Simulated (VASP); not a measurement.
B:

```xyz
8
Lattice="2.9905 0.0000 0.0000 -1.4952 2.5898 0.0000 0.0000 0.0000 8.1807" Properties=species:S:1:pos:R:3 pbc="T T T"
B     0.0000    0.0000    1.0176
B     0.0000    0.0000    5.1079
B     0.0000    0.0000    3.0727
B     0.0000    0.0000    7.1631
B     0.0000    1.7266    1.0868
B     1.4952    0.8633    5.1771
B     0.0000    1.7266    3.0035
B     1.4952    0.8633    7.0939
```

- Program: VASP 6.6.1
- Task: relaxation of cell and atoms
- Functional: PBE
- Potentials or basis: VASP PAW PBE potentials, release 64 (B)
- Cutoff: 600 eV
- k mesh: 15 × 15 × 6
- Occupations: gaussian, width 0.1 eV
- Spin: no spin polarisation

At the start: pressure -0.2 GPa; volume 7.92 Å³/atom.

Problem. How do energy, volume and symmetry change on relaxing?

Solution. Over 9 steps the energy falls by 2.9 meV/atom and the volume is 7.81 Å³/atom (-1.4 %); space group P6_3/mmc (No. 194, to 0.05 Å).

The path:
```tsv
step	energy change (eV)	largest force (eV/Å)	pressure (GPa)	volume (Å³)
1	0.0000	0.0336	-0.17	63.36
2	-0.0139	0.0852	-1.22	63.28
3	-0.0149	0.1028	-1.55	63.25
4	-0.0207	0.0902	0.20	62.47
5	-0.0208	0.0875	0.43	62.37
6	-0.0226	0.0332	0.18	62.42
7	-0.0228	0.0144	0.07	62.44
8	-0.0228	0.0154	0.06	62.44
9	-0.0228	0.0078	-0.03	62.47
```

Final structure:
```
CELL_PARAMETERS angstrom
3.00179 0.00000 0.00000
-1.50090 2.59963 0.00000
0.00000 0.00000 8.00528
ATOMIC_POSITIONS crystal
B 0.00000 0.00000 0.12361
B 0.00000 0.00000 0.62361
B 0.00000 0.00000 0.37639
B 0.00000 0.00000 0.87639
B 0.33333 0.66667 0.13057
B 0.66667 0.33333 0.63057
B 0.33333 0.66667 0.36943
B 0.66667 0.33333 0.86943
```
